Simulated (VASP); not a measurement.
Zn:

```
CELL_PARAMETERS angstrom
2.67090 0.00000 0.00000
-1.33545 2.31307 0.00000
0.00000 0.00000 2.49562
ATOMIC_POSITIONS crystal
Zn 0.00000 0.00000 0.00000
```

This isn't the form of Zn at room conditions, which is hcp.

- Program: VASP 6.6.1
- Task: relaxation of cell and atoms
- Functional: r2SCAN
- Potentials or basis: VASP PAW PBE potentials, release 64 (Zn)
- Cutoff: 550 eV
- k mesh: 24 × 24 × 22
- Occupations: gaussian, width 0.1 eV
- Spin: no spin polarisation

At the start: pressure 3.8 GPa; volume 15.42 Å³/atom.

How do energy, volume and symmetry change on relaxing?

Over 12 steps the energy falls by 120.5 meV/atom and the volume is 16.85 Å³/atom (+9.3 %); space group P6/mmm (No. 191, to 0.1 Å) before and after.

Step by step:
```csv
step,energy change (eV),largest force (eV/Å),pressure (GPa),volume (Å³)
1,0.0000,0.0000,3.76,15.42
2,-0.0495,0.0000,-0.58,16.22
3,-0.0685,0.0000,-2.83,16.82
4,-0.0791,0.0000,-5.31,18.00
5,-0.1168,0.0000,-1.34,17.39
6,-0.1168,0.0000,-1.39,17.40
7,-0.1194,0.0000,-0.90,17.14
8,-0.1201,0.0000,-0.58,17.02
9,-0.1203,0.0000,0.13,16.76
10,-0.1205,0.0000,-0.21,16.88
11,-0.1205,0.0000,0.07,16.85
12,-0.1205,0.0000,0.02,16.85
```

Final structure:
```
Zn
1.0
     2.52948    0.00000    0.00000
    -1.26474    2.19060    0.00000
     0.00000    0.00000    3.04125
Zn
1
Direct
  0.00000 0.00000 0.00000
```

Caveat: a cell axis changed by over 15 % at a fixed basis, so the end point is rough; the PAW data sets were made with another functional, which shifts forces and pressure a little.
